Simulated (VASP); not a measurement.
# SiC in VASP: notebook

The runs below take SiC through single point, with PBE.

Everything below comes from runs of VASP 6.6.1. Logs are shortened: lines on timing, memory, paths and dates and some standing lists are left out, and cuts for length are marked.

### Step 1. The cell of the first run

The cell holds a slab with vacuum, 8 atoms: a = 3.092 Å, b = 5.074 Å, c = 19.570 Å, α = 90.00°, β = 90.00°, γ = 90.00°.

### Step 2. Single point, PBE

Input file INCAR:

```
SYSTEM = SiC
ALGO = Normal ; DIPOL = 0.5 0.5 0.500
EDIFF = 1E-6 ; ENCUT = 520
GGA = PE ; IDIPOL = 3
ISIF = 2 ; ISMEAR = -1
LASPH = .True. ; LCHARG = .False.
LDIPOL = .True. ; LREAL = .False.
LWAVE = .False. ; NBANDS = 26
NELM = 100 ; PREC = Accurate
SIGMA = 0.02
```

Input file KPOINTS:

```
k-points
0
Gamma
  8 5 1
  0 0 0
```

Input file POSCAR:

```
SiC
1.0
    3.0919181385      0.0000000000      0.0000000000
    0.0000000000      5.0742764952      0.0000000000
    0.0000000000      0.0000000000     19.5702000000
Si C
4 4
Direct
    0.0000000000      0.5856641283      0.4235022034
    0.5000000000      0.0587440860      0.4473240243
    0.5000000000      0.5587589973      0.5526756714
    0.0000000000      0.0856814390      0.5764966986
    0.0000000000      0.9272255522      0.4130448564
    0.5000000000      0.4283349515      0.4512284608
    0.5000000000      0.9283465133      0.5487711344
    0.0000000000      0.4272443323      0.5869569508
```

Potentials or basis: VASP PAW PBE potentials, release 64 (Si, C).

Command:

```bash
> cat potpaw_PBE.64/Si/POTCAR potpaw_PBE.64/C/POTCAR > POTCAR
> mpirun -np 1 vasp_std > vasp.out
```

OUTCAR:

```text
SYSTEM = SiC
   EDIFF = 1E-6
   ENCUT = 520
   GGA = PE
   ISIF = 2
   ISMEAR = -1
   LASPH = .True.
   LREAL = .False.
   NELM = 100
   PREC = Accurate

 ion  position               nearest neighbor table
   1  0.000  0.586  0.424-   5 1.75   6 1.82   6 1.82   2 2.89   2 2.89   3 2.97   3 2.97   2 3.12
                             2 3.12
   2  0.500  0.059  0.447-   5 1.81   5 1.81   6 1.88   7 2.09   1 2.89   1 2.89   4 2.97   4 2.97
                             1 3.12   1 3.12
   3  0.500  0.559  0.553-   8 1.81   8 1.81   7 1.88   6 2.09   4 2.89   4 2.89   1 2.97   1 2.97
                             4 3.12   4 3.12
   4  0.000  0.086  0.576-   8 1.75   7 1.82   7 1.82   3 2.89   3 2.89   2 2.97   2 2.97   3 3.12
                             3 3.12
   5  0.000  0.927  0.413-   1 1.75   2 1.81   2 1.81
   6  0.500  0.428  0.451-   1 1.82   1 1.82   2 1.88   3 2.09
   7  0.500  0.928  0.549-   4 1.82   4 1.82   3 1.88   2 2.09
   8  0.000  0.427  0.587-   4 1.75   3 1.81   3 1.81

  LATTYP: Found a simple orthorhombic cell.
 ALAT       =     3.0919181385
 B/A-ratio  =     1.6411419281
 C/A-ratio  =     6.3294689974

  Lattice vectors:

 A1 = (   3.0919181385,   0.0000000000,   0.0000000000)
 A2 = (   0.0000000000,   5.0742764952,   0.0000000000)
 A3 = (   0.0000000000,   0.0000000000,  19.5702000000)

Analysis of symmetry for initial positions (statically):
=====================================================================
 Subroutine PRICEL returns:
 Original cell was already a primitive cell.

 Routine SETGRP: Setting up the symmetry group for a
 simple orthorhombic supercell.

 Subroutine GETGRP returns: Found  2 space group operations
 (whereof  2 operations were pure point group operations)
 out of a pool of  8 trial point group operations.

The static configuration has the point symmetry C_1h.

Analysis of symmetry for dynamics (positions and initial velocities):
=====================================================================
 Subroutine PRICEL returns:
 Original cell was already a primitive cell.

 Routine SETGRP: Setting up the symmetry group for a
 simple orthorhombic supercell.

 Subroutine GETGRP returns: Found  2 space group operations
 (whereof  2 operations were pure point group operations)
 out of a pool of  8 trial point group operations.

The dynamic configuration has the point symmetry C_1h.

 Subroutine INISYM returns: Found  2 space group operations
[... 110 lines left out ...]
   NELECT =      32.0000    total number of electrons
   NUPDOWN=      -1.0000    fix difference up-down
   EMIN   =  10.00;   EMAX   =-10.00  energy-range for DOS
   EFERMI =   0.00;   METHOD = LEGACY
   ISMEAR =    -1;   SIGMA  =   0.02  broadening in eV -4-tet -1-fermi 0-gaus
   EFERMI_NEDOS =   21; number of points for ismear=-14 and -15
   IALGO  =     38    algorithm
   IMIX   =      4    mixing-type and parameters
     AMIX     =   0.40;   BMIX     =  1.00
     AMIX_MAG =   1.60;   BMIX_MAG =  1.00
  volume/ion in A,a.u.               =      38.38       259.00
  Fermi-wavevector in a.u.,A,eV,Ry     =   0.770417  1.455876  8.075628  0.593542
  Thomas-Fermi vector in A             =   1.871616
   LORBIT       =      0    0 simple, 1 ext, 2 COOP (PROOUT), +10 PAW based schemes
   GGA     = PE    functional components
   LHFCALC =     F    Hartree Fock is set to
   AEXX    =    0.0000 exact exchange contribution
   IVDW    =     0    specifies the selected vdW correction
   LEPSILON=     F    determine dielectric tensor
   LRPA    =     F    only Hartree local field effects (RPA)
 non-spin polarized calculation
  energy-cutoff  :      520.00
  volume of cell :      307.04
 maximum number of plane-waves:      8314
 NGX is ok and might be reduce to    24
   NGX = 11   NGY = 19   NGZ = 73

 dipolmoment           0.000000      0.000000     -0.000004 electrons x Angstroem

 number of electron      31.9999998 magnetization

 dipolmoment           0.000000      0.000000      0.000008 electrons x Angstroem

 Free energy of the ion-electron system (eV)
  ---------------------------------------------------
  ext. energy  EPLUGINS =         0.00000000
  ---------------------------------------------------
  free energy    TOTEN  =       -55.90385140 eV

  energy without entropy =      -55.90385140  energy(sigma->0) =      -55.90385140

 E-fermi :  -1.0605     XC(G=0):  -3.8653

 val. band max:       -1.4970570859   @ k =   0.1250   0.0000   0.0000
 cond. band min:      -0.2339032693   @ k =   0.5000   0.2000   0.0000
 fundamental gap:      1.2631538166
 Fermi energy:        -1.0604711814

 k-point     1 :       0.0000    0.0000    0.0000
  band No.  band energies     occupation
      1     -16.8367      2.00000
      2     -15.0673      2.00000
      3     -13.3060      2.00000
      4     -12.0359      2.00000
      5     -10.2150      2.00000
      6      -9.0020      2.00000
[... 424 lines left out ...]
     25       5.6935      0.00000
     26       6.1456      0.00000

------------------------ aborting loop because EDIFF is reached ----------------------------------------

 vacuum level on the upper side and lower side of the slab       (xc-potential included)        -0.098        -0.098

  FORCE on cell =-STRESS in cart. coord.  units (eV):
  Direction    XX          YY          ZZ          XY          YZ          ZX
  --------------------------------------------------------------------------------------
  -------------------------------------------------------------------------------------
  Total        4.4736442      4.4695626     -0.0601002      0.0000000     -0.0009456      0.0000000
  in kB       23.3439661     23.3226681     -0.3136095      0.0000000     -0.0049342      0.0000000
  external PRESSURE =      15.4510082 kB  Pullay stress =       0.0000000 kB

 VOLUME and BASIS-vectors are now :
 -----------------------------------------------------------------------------
  energy-cutoff  :      520.00
  volume of cell :      307.04
      direct lattice vectors                 reciprocal lattice vectors
     3.091918139  0.000000000  0.000000000     0.323423828  0.000000000  0.000000000
     0.000000000  5.074276495  0.000000000     0.000000000  0.197072430  0.000000000
     0.000000000  0.000000000 19.570200000     0.000000000  0.000000000  0.051098098

 POSITION                                       TOTAL-FORCE (eV/Angst)
 -----------------------------------------------------------------------------------
      0.00000      2.97182      8.28802         0.000000      0.001399      0.008833
      1.54596      0.29808      8.75422         0.000000      0.004843     -0.003272
      1.54596      2.83530     10.81597         0.000000      0.004324      0.003526
      0.00000      0.43477     11.28216         0.000000      0.001457     -0.008749
      0.00000      4.70500      8.08337         0.000000      0.008346      0.003611
      1.54596      2.17349      8.83063         0.000000     -0.014261      0.000211
      1.54596      4.71069     10.73956         0.000000     -0.014028     -0.000246
      0.00000      2.16796     11.48686         0.000000      0.007921     -0.003914
 -----------------------------------------------------------------------------------
    total drift:                                0.000000      0.000112      0.000001

  FREE ENERGIE OF THE ION-ELECTRON SYSTEM (eV)
  ---------------------------------------------------
  free  energy   TOTEN  =       -55.9038514004 eV

  energy  without entropy=      -55.9038514004  energy(sigma->0) =      -55.90385140

 vacuum level on the upper side and lower side of the slab         3.643         3.643
```

stdout:

```text
POSCAR found type information on POSCAR SiC
 POSCAR found :  2 types and       8 ions
 scaLAPACK will be used
 LDA part: xc-table for (Slater+PW92), standard interpolation
 POSCAR, INCAR and KPOINTS ok, starting setup
 FFT: planning ... GRIDC
 FFT: planning ... GRID_SOFT
 FFT: planning ... GRID
 WAVECAR not read
 entering main loop
```

It took 3.8 min on 1 thread of Intel Xeon Platinum 8175M at 2.50GHz (Skylake/Cascade Lake), shared host; peak memory 0.42 GiB.

Results:

| Property | Result |
| --- | --- |
| Free energy | -55.9039 eV |
| Largest force | 0.014 eV/Å |
| Band gap on the k mesh | 1.26 eV (least direct gap 2.02 eV) |

Forces in eV/Å, atoms in the order of the input:
```
Si   0.000  0.001  0.009
Si   0.000  0.005 -0.003
Si   0.000  0.004  0.004
Si   0.000  0.001 -0.009
C    0.000  0.008  0.004
C    0.000 -0.014  0.000
C    0.000 -0.014  0.000
C    0.000  0.008 -0.004
```

### Step 3. Single point, PBE

Input file INCAR:

```
SYSTEM = SiC
PREC     = Accurate       ! precision mode
ENCUT    = 520            ! plane-wave cutoff, eV
EDIFF    = 1E-6           ! SCF threshold, eV
ISMEAR   = -1             ! smearing method
SIGMA    = 0.02           ! smearing width, eV
LREAL    = .FALSE.        ! projectors in reciprocal space
LASPH    = .TRUE.         ! aspherical terms in the spheres
NELM     = 80             ! most SCF steps
ALGO     = Normal         ! electronic algorithm
ISIF     = 2              ! what is computed and relaxed
LWAVE    = .FALSE.        ! write WAVECAR
LCHARG   = .FALSE.        ! write CHGCAR
GGA      = PE             ! functional
NBANDS   = 26             ! bands
```

Input file KPOINTS:

```
regular mesh
0
G
  8 5 1
  0 0 0
```

POSCAR is that of step 2.

Potentials or basis: VASP PAW PBE potentials, release 64 (Si, C).

Command:

```bash
> cat potpaw_PBE.64/Si/POTCAR potpaw_PBE.64/C/POTCAR > POTCAR
> mpirun -np 1 vasp_std > vasp.out
```

Run time: 3.6 min. Hardware: 1 thread of Intel Xeon Platinum 8175M at 2.50GHz (Skylake/Cascade Lake), shared host; peak memory 0.41 GiB.

It converged, with:

```yaml
Free_energy: -55.9039 eV
Largest_force: 0.014 eV/Å
Band_gap_on_the_k_mesh: 1.26 eV (least direct gap 2.02 eV)
```

Forces on the atoms (eV/Å):
```
Si   0.000  0.001  0.009
Si   0.000  0.005 -0.003
Si   0.000  0.004  0.004
Si   0.000  0.001 -0.009
C    0.000  0.008  0.004
C    0.000 -0.014  0.000
C    0.000 -0.014  0.000
C    0.000  0.008 -0.004
```

Levels at points of the mesh, in eV from the valence-band top:
| k point | band 12 | band 13 | band 14 | band 15 | band 16 | band 17 | band 18 | band 19 | band 20 | band 21 |
| --- | --- | --- | --- | --- | --- | --- | --- | --- | --- | --- |
| (0.00, 0.00, 0.00) | -1.65 | -1.59 | -1.21 | -0.99 | -0.15 | 2.10 | 2.86 | 3.19 | 3.70 | 4.67 |
| (0.50, 0.00, 0.00) | -4.32 | -3.74 | -1.80 | -1.63 | -0.70 | 1.51 | 3.14 | 3.98 | 4.29 | 5.18 |
